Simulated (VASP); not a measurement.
# Cl (Cmce) in VASP: a series of runs, part 2 of 2

VASP 6.6.1. Earlier steps stand in the parts before.

**3. Single point, r2SCAN**

The input, POSCAR:

```
Cl
1.0
    3.2641758158     -2.0706981641      0.0000000000
    3.2641758158      2.0706981641      0.0000000000
    0.0000000000      0.0000000000      8.2629963814
Cl
4
Direct
    0.8804611252      0.1195388748      0.1059122708
    0.6195388748      0.3804611252      0.6059122708
    0.1195388748      0.8804611252      0.8940877292
    0.3804611252      0.6195388748      0.3940877292
```

The input, INCAR.step1:

```
PREC = Accurate ; ENCUT = 520
ISMEAR = 0 ; SIGMA = 0.02
LREAL = False ; LASPH = True
NELM = 60 ; NBANDS = 22
GGA = PE ; ALGO = Normal
EDIFF = 1E-4 ; LWAVE = True
LCHARG = False
```

The input, INCAR.step2:

```
PREC = Accurate ; ENCUT = 520
EDIFF = 1E-7 ; ISMEAR = 0
SIGMA = 0.02 ; LREAL = False
LASPH = True ; NELM = 60
ALGO = Normal ; ISIF = 2
LWAVE = False ; LCHARG = False
METAGGA = R2SCAN ; LMIXTAU = True
NBANDS = 22 ; ISTART = 1
```

The input, KPOINTS:

```
Automatic mesh
0
Gamma
  6 6 4
```

Potentials or basis: VASP PAW PBE potentials, release 64 (Cl).

Command:

```console
$ cat potpaw_PBE.64/Cl/POTCAR > POTCAR
$ cp INCAR.step1 INCAR
$ mpirun -np 1 vasp_std > vasp.out
$ cp INCAR.step2 INCAR
$ mpirun -np 1 vasp_std > vasp.out
```

It took 9.4 min on 1 thread of Oxide Virtual Turin-like, shared host; peak memory 0.23 GiB.

It converged, with:

- Free energy: -24.6011 eV
- Pressure: -0.4 GPa
- Largest force: 0.190 eV/Å
- Band gap on the k mesh: 2.68 eV

Forces in eV/Å, atoms in the order of the input:
```
Cl   0.000 -0.092 -0.167
Cl   0.000  0.092 -0.167
Cl   0.000  0.092  0.167
Cl   0.000 -0.092  0.167
```

Stress tensor (GPa, compression positive):
```
-0.09  0.00  0.00
 0.00 -0.34  0.00
 0.00  0.00 -0.89
```

Levels at points of the mesh, in eV from the valence-band top:
| k point | band 12 | band 13 | band 14 | band 15 | band 16 | band 17 |
| --- | --- | --- | --- | --- | --- | --- |
| (0.00, 0.00, 0.00) | -0.34 | -0.13 | 0.00 | 2.68 | 3.59 | 7.44 |
| (0.50, 0.00, 0.00) | -0.78 | -0.26 | -0.26 | 3.34 | 3.34 | 8.64 |
| (0.50, 0.50, 0.00) | -1.05 | -0.39 | -0.18 | 2.77 | 3.39 | 8.93 |
| (0.00, 0.00, 0.50) | -0.72 | -0.06 | -0.06 | 3.08 | 3.08 | 7.87 |
| (0.50, 0.00, 0.50) | -0.58 | -0.07 | -0.07 | 3.10 | 3.10 | 8.90 |
| (0.50, 0.50, 0.50) | -0.82 | -0.73 | -0.73 | 3.03 | 3.03 | 9.53 |

Caveat: the PAW data sets were made with another functional, which shifts forces and pressure a little. r2SCAN opens gaps a little over a GGA but as a rule still falls short of measured ones.

**4. Single point, r2SCAN (28.76 Å³/atom)**

This run uses another cell than the first one, of 28.76 Å³/atom.

The input, POSCAR:

```
Cl
1.0
    3.3128768817     -2.0897063630      0.0000000000
    3.3128768817      2.0897063630      0.0000000000
    0.0000000000      0.0000000000      8.3094937811
Cl
4
Direct
    0.8821133524      0.1178866476      0.1054190802
    0.6178866476      0.3821133524      0.6054190802
    0.1178866476      0.8821133524      0.8945809198
    0.3821133524      0.6178866476      0.3945809198
```

The input, INCAR.step1:

```
PREC = Accurate
ENCUT = 520
ISMEAR = 0
SIGMA = 0.02
LREAL = False
LASPH = True
NELM = 60
NBANDS = 22
GGA = PE
ALGO = Normal
EDIFF = 1E-4
LWAVE = True
LCHARG = False
```

The input, INCAR.step2:

```
PREC = Accurate
ENCUT = 520
EDIFF = 1E-7
ISMEAR = 0
SIGMA = 0.02
LREAL = False
LASPH = True
NELM = 60
ALGO = Normal
ISIF = 2
LWAVE = False
LCHARG = True
METAGGA = R2SCAN
LMIXTAU = True
LELF = True
LVHAR = True
NBANDS = 22
ISTART = 1
```

The input, KPOINTS:

```
regular mesh
0
Gamma
  6 6 4
```

Command:

```console
$ cat potpaw_PBE.64/Cl/POTCAR > POTCAR
$ cp INCAR.step1 INCAR
$ mpirun -np 1 vasp_std > vasp.out
$ cp INCAR.step2 INCAR
$ mpirun -np 1 vasp_std > vasp.out
```

Wall time 8.4 min (1 thread of Oxide Virtual Turin-like, shared host); peak memory 0.22 GiB.

The run converged. Its results:

| Property | Result |
| --- | --- |
| Free energy | -24.5997 eV |
| Pressure | -0.6 GPa |
| Largest force | 0.188 eV/Å |
| Band gap on the k mesh | 2.70 eV |

Forces on the atoms (eV/Å):
```
Cl   0.000 -0.091 -0.165
Cl   0.000  0.091 -0.165
Cl   0.000  0.091  0.165
Cl   0.000 -0.091  0.165
```

Stress tensor (GPa, compression positive):
```
-0.25  0.00  0.00
 0.00 -0.51  0.00
 0.00  0.00 -1.05
```

Levels at points of the mesh, in eV from the valence-band top:
```tsv
k point	band 10	band 11	band 12	band 13	band 14	band 15	band 16	band 17	band 18	band 19
(0.00, 0.00, 0.00)	-2.41	-0.82	-0.32	-0.14	0.00	2.70	3.59	7.35	7.71	9.33
(0.50, 0.00, 0.00)	-2.76	-0.73	-0.73	-0.25	-0.25	3.34	3.34	8.64	8.64	10.78
(0.50, 0.50, 0.00)	-2.83	-1.25	-1.00	-0.35	-0.17	2.80	3.41	8.95	9.21	9.58
(0.00, 0.00, 0.50)	-2.47	-0.68	-0.68	-0.07	-0.07	3.09	3.09	7.79	7.79	10.07
(0.50, 0.00, 0.50)	-2.80	-0.55	-0.55	-0.08	-0.08	3.12	3.12	8.89	8.89	10.37
(0.50, 0.50, 0.50)	-2.83	-0.77	-0.77	-0.68	-0.68	3.06	3.06	9.53	9.53	10.36
```

Caveat: the PAW data sets were made with another functional, which shifts forces and pressure a little. A k mesh can miss the band edges.

**5. Single point, r2SCAN (29.60 Å³/atom)**

This run uses another cell than the first one, of 29.60 Å³/atom.

The input, POSCAR:

```
Cl
1.0
    3.3626395072     -2.1080623347      0.0000000000
    3.3626395072      2.1080623347      0.0000000000
    0.0000000000      0.0000000000      8.3516062233
Cl
4
Direct
    0.8837074236      0.1162925764      0.1050007596
    0.6162925764      0.3837074236      0.6050007596
    0.1162925764      0.8837074236      0.8949992404
    0.3837074236      0.6162925764      0.3949992404
```

The input, INCAR.step1:

```
ALGO = Normal
EDIFF = 1E-4
ENCUT = 520
GGA = PE
ISMEAR = 0
LASPH = T
LCHARG = F
LREAL = F
LWAVE = T
NBANDS = 22
NELM = 80
PREC = Accurate
SIGMA = 0.02
```

The input, INCAR.step2:

```
ALGO = Normal
EDIFF = 1E-7
ENCUT = 520
ISIF = 2
ISMEAR = 0
ISTART = 1
LASPH = T
LCHARG = F
LMIXTAU = T
LREAL = F
LWAVE = F
METAGGA = R2SCAN
NBANDS = 22
NELM = 80
PREC = Accurate
SIGMA = 0.02
```

The input, KPOINTS:

```
k-points
0
Gamma
  6 6 4
```

Potentials or basis: VASP PAW PBE potentials, release 64 (Cl).

Command:

```console
$ cat potpaw_PBE.64/Cl/POTCAR > POTCAR
$ cp INCAR.step1 INCAR
$ mpirun -np 1 vasp_std > vasp.out
$ cp INCAR.step2 INCAR
$ mpirun -np 1 vasp_std > vasp.out
```

OUTCAR:

```text
EDIFF = 1E-7
   ENCUT = 520
   ISIF = 2
   ISMEAR = 0
   ISTART = 1
   LASPH = T
   LREAL = F
   METAGGA = R2SCAN
   NELM = 80
   PREC = Accurate

 ion  position               nearest neighbor table
   1  0.884  0.116  0.105-   3 2.01
   2  0.616  0.384  0.605-   4 2.01
   3  0.116  0.884  0.895-   1 2.01
   4  0.384  0.616  0.395-   2 2.01

  LATTYP: Found a base centered orthorhombic cell.
 ALAT       =     4.2161246694
[... 203 lines left out ...]
      5      -6.7570      2.00000
      6      -5.6078      2.00000
[... 589 lines left out ...]
     21       9.7249      0.00000
     22      10.3404      0.00000

 [... further k-points ...]
[... 5 lines left out ...]
  --------------------------------------------------------------------------------------
  -------------------------------------------------------------------------------------
  Total       -0.2821849     -0.4769045     -0.8616049      0.0000000      0.0000000      0.0000000
  in kB       -3.8183924     -6.4532459    -11.6588306      0.0000000      0.0000000      0.0000000
  external PRESSURE =      -7.3101563 kB  Pullay stress =       0.0000000 kB

 VOLUME and BASIS-vectors are now :
 -----------------------------------------------------------------------------
  energy-cutoff  :      520.00
  volume of cell :      118.40
      direct lattice vectors                 reciprocal lattice vectors
     3.362639507 -2.108062335  0.000000000     0.148692716 -0.237184637  0.000000000
     3.362639507  2.108062335  0.000000000     0.148692716  0.237184637  0.000000000
     0.000000000  0.000000000  8.351606223     0.000000000  0.000000000  0.119737446

 POSITION                                       TOTAL-FORCE (eV/Angst)
 -----------------------------------------------------------------------------------
      3.36264     -1.61776      0.87692         0.000000     -0.089637     -0.165093
      3.36264     -0.49030      5.05273         0.000000      0.089637     -0.165093
      3.36264      1.61776      7.47468         0.000000      0.089637      0.165093
      3.36264      0.49030      3.29888         0.000000     -0.089637      0.165093
 -----------------------------------------------------------------------------------
    total drift:                               -0.000000     -0.000000      0.000000

  FREE ENERGIE OF THE ION-ELECTRON SYSTEM (eV)
  ---------------------------------------------------
  free  energy   TOTEN  =       -24.5949911540 eV

  energy  without entropy=      -24.5949911540  energy(sigma->0) =      -24.59499115
```

It took 8.8 min on 1 thread of Oxide Virtual Turin-like, shared host; peak memory 0.23 GiB.

Results:

```yaml
Free_energy: -24.5950 eV
Pressure: -0.7 GPa
Largest_force: 0.188 eV/Å
Band_gap_on_the_k_mesh: 2.71 eV
```

Forces on the atoms (eV/Å):
```
Cl   0.000 -0.090 -0.165
Cl   0.000  0.090 -0.165
Cl   0.000  0.090  0.165
Cl   0.000 -0.090  0.165
```

Stress tensor (GPa, compression positive):
```
-0.38  0.00  0.00
 0.00 -0.65  0.00
 0.00  0.00 -1.17
```

Levels at points of the mesh, in eV from the valence-band top:
```csv
k point,band 12,band 13,band 14,band 15,band 16,band 17
"(0.00, 0.00, 0.00)",-0.29,-0.15,0.00,2.71,3.59,7.27
"(0.50, 0.00, 0.00)",-0.68,-0.24,-0.24,3.34,3.34,8.64
"(0.50, 0.50, 0.00)",-0.95,-0.32,-0.15,2.82,3.42,8.96
"(0.00, 0.00, 0.50)",-0.64,-0.07,-0.07,3.10,3.10,7.73
"(0.50, 0.00, 0.50)",-0.51,-0.08,-0.08,3.13,3.13,8.87
"(0.50, 0.50, 0.50)",-0.72,-0.63,-0.63,3.08,3.08,9.54
```

Caveat: the PAW data sets were made with another functional, which shifts forces and pressure a little.

**6. Overview**

```tsv
cell	gap on the mesh (eV)	pressure (GPa)	largest force (eV/Å)
a = 3.866, b = 3.866, c = 8.263 Å, angles 90.0, 90.0, 64.8°, 4 atoms, atomic positions A	2.68	-0.4	0.19
a = 3.917, b = 3.917, c = 8.309 Å, angles 90.0, 90.0, 64.5°, 4 atoms, atomic positions B	2.70	-0.6	0.19
a = 3.969, b = 3.969, c = 8.352 Å, angles 90.0, 90.0, 64.2°, 4 atoms, atomic positions C	2.71	-0.7	0.19
```

Alike in all rows: task single point; level r2SCAN; potentials or basis VASP PAW PBE potentials, release 64 (Cl); no spin polarisation; k mesh 6 × 6 × 4; cutoff (eV) 520; smearing gaussian 0.02 eV.

Caveats: the PAW data sets were made with another functional, which shifts forces and pressure a little.

Total energies depend on the potentials used, so only differences within one code and one set of settings carry meaning.
